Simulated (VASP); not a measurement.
# MgF2 (P4_2/mnm) in VASP: a series of runs

The runs below take MgF2 through single point, with PBE.

All numbers are computed with VASP 6.6.1; they aren't measurements. Logs are shortened: lines on timing, memory, paths and dates and some standing lists are left out, and cuts for length are marked.

### 1 The cell of the first run

The structure is tetragonal, space group P4_2/mnm (No. 136). Conventional cell: a = 4.602 Å, b = 4.602 Å, c = 3.030 Å, α = 90.00°, β = 90.00°, γ = 90.00°. Within 2.6 Å of Mg (site symmetry mmm) lie 6 F at 1.98 Å. F (site symmetry m2m) has 3 Mg at 1.98 Å and 1 F at 2.56 Å within 2.6 Å.

### 2 Single point, PBE (10.69 Å³/atom)

Input file INCAR:

```
SYSTEM = MgF2
ALGO     = Normal         ! electronic algorithm
EDIFF    = 1E-6           ! SCF threshold, eV
ENCUT    = 600            ! plane-wave cutoff, eV
GGA      = PE             ! functional
GGA_COMPAT= .FALSE.      
ISIF     = 2              ! what is computed and relaxed
ISMEAR   = 0              ! smearing method
LASPH    = .TRUE.         ! aspherical terms in the spheres
LCHARG   = .FALSE.        ! write CHGCAR
LREAL    = .FALSE.        ! projectors in reciprocal space
LWAVE    = .FALSE.        ! write WAVECAR
NBANDS   = 25             ! bands
NELM     = 120            ! most SCF steps
PREC     = Accurate       ! precision mode
SIGMA    = 0.01           ! smearing width, eV
```

Input file KPOINTS:

```
k-points
0
G
  4 4 8
  0 0 0
```

Input file POSCAR:

```
MgF2
1.0
    4.6017036700      0.0000000000      0.0000000000
    0.0000000000      4.6017036700      0.0000000000
    0.0000000000      0.0000000000      3.0299245632
Mg F
2 4
Direct
    0.0000000000      0.0000000000      0.0000000000
    0.5000000000      0.5000000000      0.5000000000
    0.3035644552      0.3035644552      0.0000000000
    0.1964355448      0.8035644552      0.5000000000
    0.6964355448      0.6964355448      0.0000000000
    0.8035644552      0.1964355448      0.5000000000
```

Potentials or basis: VASP PAW PBE potentials, release 64 (Mg, F).

Run with:

```sh
$ cat potpaw_PBE.64/Mg/POTCAR potpaw_PBE.64/F/POTCAR > POTCAR
$ mpirun -np 1 vasp_std > vasp.out
```

OUTCAR:

```text
SYSTEM = MgF2
   EDIFF = 1E-6
   ENCUT = 600
   GGA = PE
   ISIF = 2
   ISMEAR = 0
   LASPH = .TRUE.
   LREAL = .FALSE.
   NELM = 120
   PREC = Accurate

 ion  position               nearest neighbor table
   1  0.000  0.000  0.000-   3 1.98   5 1.98   4 1.98   6 1.98   4 1.98   6 1.98   2 3.59   2 3.59
                             2 3.59   2 3.59   2 3.59   2 3.59   2 3.59   2 3.59
   2  0.500  0.500  0.500-   4 1.98   6 1.98   5 1.98   3 1.98   3 1.98   5 1.98   1 3.59   1 3.59
                             1 3.59   1 3.59   1 3.59   1 3.59   1 3.59   1 3.59
   3  0.304  0.304  0.000-   1 1.98   2 1.98   2 1.98
   4  0.196  0.804  0.500-   2 1.98   1 1.98   1 1.98
   5  0.696  0.696  0.000-   1 1.98   2 1.98   2 1.98
   6  0.804  0.196  0.500-   2 1.98   1 1.98   1 1.98

  LATTYP: Found a simple tetragonal cell.
 ALAT       =     4.6017036700
 C/A-ratio  =     0.6584353927

  Lattice vectors:

 A1 = (   4.6017036700,   0.0000000000,   0.0000000000)
 A2 = (   0.0000000000,   4.6017036700,   0.0000000000)
 A3 = (   0.0000000000,   0.0000000000,   3.0299245632)

Analysis of symmetry for initial positions (statically):
=====================================================================
 Subroutine PRICEL returns:
 Original cell was already a primitive cell.

 Routine SETGRP: Setting up the symmetry group for a
 simple tetragonal supercell.

 Subroutine GETGRP returns: Found 16 space group operations
 (whereof  8 operations were pure point group operations)
 out of a pool of 16 trial point group operations.

The static configuration has the point symmetry D_2h.
 The point group associated with its full space group is D_4h.

Analysis of symmetry for dynamics (positions and initial velocities):
=====================================================================
 Subroutine PRICEL returns:
 Original cell was already a primitive cell.

 Routine SETGRP: Setting up the symmetry group for a
 simple tetragonal supercell.

 Subroutine GETGRP returns: Found 16 space group operations
 (whereof  8 operations were pure point group operations)
 out of a pool of 16 trial point group operations.

The dynamic configuration has the point symmetry D_2h.
 The point group associated with its full space group is D_4h.

 Subroutine INISYM returns: Found 16 space group operations
 (whereof  8 operations are pure point group operations),
 and found     1 'primitive' translations

----------------------------------------------------------------------------------------

                                     Primitive cell

  volume of cell :      64.1607

  direct lattice vectors                    reciprocal lattice vectors
     4.601703670  0.000000000  0.000000000     0.217310820  0.000000000  0.000000000
     0.000000000  4.601703670  0.000000000     0.000000000  0.217310820  0.000000000
     0.000000000  0.000000000  3.029924563     0.000000000  0.000000000  0.330041220

  length of vectors
     4.601703670  4.601703670  3.029924563     0.217310820  0.217310820  0.330041220

  position of ions in fractional coordinates (direct lattice)
     0.000000000  0.000000000  0.000000000
     0.500000000  0.500000000  0.500000000
     0.303564455  0.303564455  0.000000000
     0.196435545  0.803564455  0.500000000
     0.696435545  0.696435545  0.000000000
     0.803564455  0.196435545  0.500000000

  ion indices of the primitive-cell ions
   primitive index   ion index
                 1           1
                 2           2
                 3           3
                 4           4
                 5           5
                 6           6

----------------------------------------------------------------------------------------

 KPOINTS: k-points

Automatic generation of k-mesh.
 Grid dimensions read from file:
 generate k-points for:    4    4    8

 Generating k-lattice:

  Cartesian coordinates                     Fractional coordinates (reciprocal lattice)
     0.054327705  0.000000000  0.000000000     0.250000000  0.000000000  0.000000000
     0.000000000  0.054327705  0.000000000     0.000000000  0.250000000  0.000000000
     0.000000000  0.000000000  0.041255153     0.000000000  0.000000000  0.125000000

  Length of vectors
     0.054327705  0.054327705  0.041255153

  Shift w.r.t. Gamma in fractional coordinates (k-lattice)
     0.000000000  0.000000000  0.000000000

 Subroutine IBZKPT returns following result:
 ===========================================

 Found     30 irreducible k-points:

 Following reciprocal coordinates:
            Coordinates               Weight
  0.000000  0.000000  0.000000      1.000000
  0.250000  0.000000  0.000000      4.000000
  0.500000  0.000000  0.000000      2.000000
  0.250000  0.250000  0.000000      4.000000
  0.500000  0.250000  0.000000      4.000000
  0.500000  0.500000  0.000000      1.000000
[... 16 lines left out ...]
  0.500000  0.250000  0.375000      8.000000
  0.500000  0.500000  0.375000      2.000000
 [... further k-points ...]
   k-points           NKPTS =     30   k-points in BZ     NKDIM =     30   number of bands    NBANDS=     25
   number of dos      NEDOS =    301   number of ions     NIONS =      6
   total plane-waves  NPLWV =  38400
   dimension x,y,z NGX =    40 NGY =   40 NGZ =   24
   dimension x,y,z NGXF=    80 NGYF=   80 NGZF=   48
   ions per type =               2   4
   NGX,Y,Z   is equivalent  to a cutoff of  14.45, 14.45, 13.17 a.u.
   NGXF,Y,Z  is equivalent  to a cutoff of  28.90, 28.90, 26.34 a.u.
 SYSTEM =  MgF2
   PREC   = accura    normal or accurate (medium, high low for compatibility)
   ISTART =      0    job   : 0-new  1-cont  2-samecut
   ICHARG =      2    charge: 1-file 2-atom 10-const
   ISPIN  =      1    spin polarized calculation?
   LNONCOLLINEAR =      F non collinear calculations
   LSORBIT =      F    spin-orbit coupling
   LASPH  =      T    aspherical Exc in radial PAW
   ENCUT  =  600.0 eV  44.10 Ry    6.64 a.u.   9.19  9.19  6.05*2*pi/ulx,y,z
   NELM   =    120;   NELMIN=  2; NELMDL= -5     # of ELM steps
   EDIFF  = 0.1E-05   stopping-criterion for ELM
   LREAL  =      F    real-space projection
   EDIFFG = 0.1E-04   stopping-criterion for IOM
   NSW    =      0    number of steps for IOM
   IBRION =     -1    ionic relax: 0-MD 1-quasi-New 2-CG
   NFREE  =      0    steps in history (QN), initial steepest desc. (CG)
   ISIF   =      2    stress and relaxation
   ISYM   =      2    0-nonsym 1-usesym 2-fastsym
   POTIM  = 0.5000    time-step for ionic-motion
   TEBEG  =    0.0;   TEEND  =   0.0 temperature during run
   PSTRESS=    0.0 pullay stress
   NELECT =      32.0000    total number of electrons
   NUPDOWN=      -1.0000    fix difference up-down
   EMIN   =  10.00;   EMAX   =-10.00  energy-range for DOS
   EFERMI =   0.00;   METHOD = LEGACY
   ISMEAR =     0;   SIGMA  =   0.01  broadening in eV -4-tet -1-fermi 0-gaus
   EFERMI_NEDOS =   21; number of points for ismear=-14 and -15
   IALGO  =     38    algorithm
   IMIX   =      4    mixing-type and parameters
     AMIX     =   0.40;   BMIX     =  1.00
     AMIX_MAG =   1.60;   BMIX_MAG =  1.00
  volume/ion in A,a.u.               =      10.69        72.16
  Fermi-wavevector in a.u.,A,eV,Ry     =   1.298280  2.453394 22.933050  1.685532
  Thomas-Fermi vector in A             =   2.429619
   LORBIT       =      0    0 simple, 1 ext, 2 COOP (PROOUT), +10 PAW based schemes
   GGA     = PE    functional components
   LHFCALC =     F    Hartree Fock is set to
   AEXX    =    0.0000 exact exchange contribution
   IVDW    =     0    specifies the selected vdW correction
   LEPSILON=     F    determine dielectric tensor
   LRPA    =     F    only Hartree local field effects (RPA)
 non-spin polarized calculation
 Gauss-broadening in eV      SIGMA  =   0.01
  energy-cutoff  :      600.00
  volume of cell :       64.16
 maximum number of plane-waves:      2152
 NGX is ok and might be reduce to    40
   NGX = 19   NGY = 19   NGZ = 13

 number of electron      32.0000017 magnetization

 Free energy of the ion-electron system (eV)
  ---------------------------------------------------
  ext. energy  EPLUGINS =         0.00000000
  ---------------------------------------------------
  free energy    TOTEN  =       -31.48401865 eV

  energy without entropy =      -31.48401865  energy(sigma->0) =      -31.48401865

 E-fermi :  -1.0430     XC(G=0):  -9.8124

 val. band max:       -1.1100032434   @ k =   0.0000   0.0000   0.0000
 cond. band min:       6.1152423267   @ k =   0.0000   0.0000   0.0000
 fundamental gap:      7.2252455701
 Fermi energy:        -1.0430280224

 k-point     1 :       0.0000    0.0000    0.0000
  band No.  band energies     occupation
      1     -21.9230      2.00000
      2     -21.0851      2.00000
      3     -21.0851      2.00000
      4     -20.9957      2.00000
      5      -5.2460      2.00000
      6      -3.6703      2.00000
[... 17 lines left out ...]
     24      17.5901      0.00000
     25      17.5901      0.00000

 k-point     2 :       0.2500    0.0000    0.0000
  band No.  band energies     occupation
      1     -21.8211      2.00000
      2     -21.2609      2.00000
      3     -21.0575      2.00000
      4     -20.9626      2.00000
      5      -5.0216      2.00000
      6      -3.8295      2.00000
[... 17 lines left out ...]
     24      17.0922      0.00000
     25      17.6599      0.00000

 k-point     3 :       0.5000    0.0000    0.0000
  band No.  band energies     occupation
      1     -21.5604      2.00000
      2     -21.5604      2.00000
      3     -20.9972      2.00000
      4     -20.9972      2.00000
      5      -4.4936      2.00000
      6      -4.4936      2.00000
[... 17 lines left out ...]
     24      16.6349      0.00000
     25      17.5073      0.00000

 k-point     4 :       0.2500    0.2500    0.0000
  band No.  band energies     occupation
      1     -21.7304      2.00000
      2     -21.2908      2.00000
      3     -21.1134      2.00000
      4     -20.9795      2.00000
      5      -4.8290      2.00000
      6      -3.9581      2.00000
[... 17 lines left out ...]
     24      17.4189      0.00000
     25      17.4768      0.00000

 k-point     5 :       0.5000    0.2500    0.0000
  band No.  band energies     occupation
      1     -21.5047      2.00000
      2     -21.5047      2.00000
      3     -21.0583      2.00000
      4     -21.0583      2.00000
      5      -4.3931      2.00000
      6      -4.3931      2.00000
[... 17 lines left out ...]
     24      16.8138      0.00000
     25      17.5771      0.00000

 k-point     6 :       0.5000    0.5000    0.0000
  band No.  band energies     occupation
      1     -21.4269      2.00000
      2     -21.4269      2.00000
      3     -21.1414      2.00000
      4     -21.1414      2.00000
      5      -4.2646      2.00000
      6      -4.2646      2.00000
[... 17 lines left out ...]
     24      17.0099      0.00000
     25      17.1848      0.00000
[... 393 lines left out ...]
 k-point    21 :       0.5000    0.0000    0.3750
  band No.  band energies     occupation
      1     -21.3086      2.00000
      2     -21.3086      2.00000
      3     -21.0278      2.00000
      4     -21.0278      2.00000
      5      -4.1799      2.00000
      6      -4.1799      2.00000
[... 17 lines left out ...]
     24      15.0060      0.00000
     25      16.3981      0.00000

 k-point    22 :       0.2500    0.2500    0.3750
  band No.  band energies     occupation
      1     -21.3996      2.00000
      2     -21.2020      2.00000
      3     -21.0387      2.00000
      4     -21.0307      2.00000
      5      -4.6253      2.00000
      6      -4.3203      2.00000
[... 17 lines left out ...]
     24      15.6091      0.00000
     25      16.0315      0.00000

 k-point    23 :       0.5000    0.2500    0.3750
  band No.  band energies     occupation
      1     -21.2911      2.00000
      2     -21.2911      2.00000
      3     -21.0437      2.00000
      4     -21.0437      2.00000
      5      -4.6301      2.00000
      6      -4.6301      2.00000
[... 17 lines left out ...]
     24      15.2418      0.00000
     25      16.5284      0.00000

 k-point    24 :       0.5000    0.5000    0.3750
  band No.  band energies     occupation
      1     -21.2709      2.00000
      2     -21.2709      2.00000
      3     -21.0622      2.00000
      4     -21.0622      2.00000
      5      -4.8175      2.00000
      6      -4.8175      2.00000
[... 17 lines left out ...]
     24      14.5772      0.00000
     25      17.0836      0.00000

 [... further k-points ...]

------------------------ aborting loop because EDIFF is reached ----------------------------------------

  FORCE on cell =-STRESS in cart. coord.  units (eV):
  Direction    XX          YY          ZZ          XY          YZ          ZX
  --------------------------------------------------------------------------------------
  -------------------------------------------------------------------------------------
  Total        2.1101870      2.1101870      2.4871984      0.0000000      0.0000000      0.0000000
  in kB       52.6941499     52.6941499     62.1086238      0.0000000      0.0000000      0.0000000
  external PRESSURE =      55.8323079 kB  Pullay stress =       0.0000000 kB

 VOLUME and BASIS-vectors are now :
 -----------------------------------------------------------------------------
  energy-cutoff  :      600.00
  volume of cell :       64.16
      direct lattice vectors                 reciprocal lattice vectors
     4.601703670  0.000000000  0.000000000     0.217310820  0.000000000  0.000000000
     0.000000000  4.601703670  0.000000000     0.000000000  0.217310820  0.000000000
     0.000000000  0.000000000  3.029924563     0.000000000  0.000000000  0.330041220

 POSITION                                       TOTAL-FORCE (eV/Angst)
 -----------------------------------------------------------------------------------
      0.00000      0.00000      0.00000         0.000000     -0.000000      0.000000
      2.30085      2.30085      1.51496         0.000000     -0.000000      0.000000
      1.39691      1.39691      0.00000        -0.071475     -0.071475     -0.000000
      0.90394      3.69777      1.51496         0.071475     -0.071475     -0.000000
      3.20479      3.20479      0.00000         0.071475      0.071475      0.000000
      3.69777      0.90394      1.51496        -0.071475      0.071475      0.000000
 -----------------------------------------------------------------------------------
    total drift:                                0.000000      0.000000     -0.000000

  FREE ENERGIE OF THE ION-ELECTRON SYSTEM (eV)
  ---------------------------------------------------
  free  energy   TOTEN  =       -31.4840186472 eV

  energy  without entropy=      -31.4840186472  energy(sigma->0) =      -31.48401865
```

It took 23 s on 1 thread of Intel Xeon 6975P-C (Granite Rapids), shared host; peak memory 0.21 GiB.

What came out:

| Property | Result |
| --- | --- |
| Free energy | -31.4840 eV |
| Pressure | 5.6 GPa |
| Largest force | 0.101 eV/Å |
| Band gap on the k mesh | 7.23 eV |

Forces on the atoms (eV/Å):
```
Mg   0.000  0.000  0.000
Mg   0.000  0.000  0.000
F   -0.071 -0.071  0.000
F    0.071 -0.071  0.000
F    0.071  0.071  0.000
F   -0.071  0.071  0.000
```

Stress tensor (GPa, compression positive):
```
5.27 0.00 0.00
0.00 5.27 0.00
0.00 0.00 6.21
```

Levels at points of the mesh, in eV from the valence-band top:
```tsv
k point	band 12	band 13	band 14	band 15	band 16	band 17	band 18	band 19	band 20	band 21
(0.00, 0.00, 0.00)	-1.24	-0.74	-0.32	-0.32	0.00	7.23	12.38	12.38	13.86	14.56
(0.50, 0.00, 0.00)	-1.39	-0.99	-0.99	-0.39	-0.39	9.65	9.65	13.64	13.64	15.72
(0.50, 0.50, 0.00)	-1.30	-0.95	-0.95	-0.80	-0.80	11.40	11.40	11.42	11.42	17.59
(0.00, 0.00, 0.50)	-1.44	-1.18	-1.18	-0.88	-0.88	12.01	12.01	15.10	15.10	15.54
(0.50, 0.00, 0.50)	-1.38	-0.75	-0.75	-0.68	-0.68	12.90	12.90	13.65	13.65	15.94
(0.50, 0.50, 0.50)	-1.41	-0.62	-0.62	-0.49	-0.49	13.42	13.42	13.52	13.52	14.77
```

Caveat: the cell stands under pressure. A k mesh can miss the band edges.

### 3 Single point, PBE (11.03 Å³/atom)

This run uses another cell than the first one, of 11.03 Å³/atom.

Input file INCAR:

```
PREC = Accurate
ENCUT = 600
EDIFF = 1E-6
ISMEAR = 0
SIGMA = 0.01
LREAL = F
LASPH = T
NELM = 120
ALGO = Normal
ISIF = 2
LWAVE = F
LCHARG = T
GGA = PE
LELF = T
LVHAR = T
NBANDS = 25
GGA_COMPAT = F
```

Input file KPOINTS:

```
regular mesh
0
Gamma
  4 4 8
```

POSCAR, as its differences from that of step 2:

```diff
@@ -2,5 +2,5 @@
 1.0
-    4.6017036700      0.0000000000      0.0000000000
-    0.0000000000      4.6017036700      0.0000000000
-    0.0000000000      0.0000000000      3.0299245632
+    4.6501462159      0.0000000000      0.0000000000
+    0.0000000000      4.6501462159      0.0000000000
+    0.0000000000      0.0000000000      3.0618208500
 Mg F
```

Potentials or basis: VASP PAW PBE potentials, release 64 (Mg, F).

Run with:

```sh
$ cat potpaw_PBE.64/Mg/POTCAR potpaw_PBE.64/F/POTCAR > POTCAR
$ mpirun -np 1 vasp_std > vasp.out
```

Wall time 21 s (1 thread of Intel Xeon 6975P-C (Granite Rapids), shared host); peak memory 0.2 GiB.

It converged, with:

```yaml
Free_energy: -31.5397 eV
Pressure: 2.0 GPa
Largest_force: 0.047 eV/Å
Band_gap_on_the_k_mesh: 7.00 eV
```

Forces on the atoms (eV/Å):
```
Mg   0.000  0.000  0.000
Mg   0.000  0.000  0.000
F   -0.033 -0.033  0.000
F    0.033 -0.033  0.000
F    0.033  0.033  0.000
F   -0.033  0.033  0.000
```

Stress tensor (GPa, compression positive):
```
1.90 0.00 0.00
0.00 1.90 0.00
0.00 0.00 2.27
```

Levels at points of the mesh, in eV from the valence-band top:
```
           k point  band 12  band 13  band 14  band 15  band 16  band 17  band 18  band 19  band 20  band 21
(0.00, 0.00, 0.00)    -1.21    -0.73    -0.32    -0.32     0.00     7.00    12.16    12.16    13.65    14.34
(0.50, 0.00, 0.00)    -1.35    -0.97    -0.97    -0.37    -0.37     9.40     9.40    13.40    13.40    15.43
(0.50, 0.50, 0.00)    -1.26    -0.93    -0.93    -0.76    -0.76    11.06    11.06    11.20    11.20    17.36
(0.00, 0.00, 0.50)    -1.41    -1.12    -1.12    -0.84    -0.84    11.73    11.73    14.88    14.88    15.36
(0.50, 0.00, 0.50)    -1.33    -0.72    -0.72    -0.65    -0.65    12.65    12.65    13.32    13.32    15.71
(0.50, 0.50, 0.50)    -1.38    -0.59    -0.59    -0.48    -0.48    13.16    13.16    13.24    13.24    14.52
```

A k mesh can miss the band edges. As with any semilocal functional, this PBE gap is likely too small.
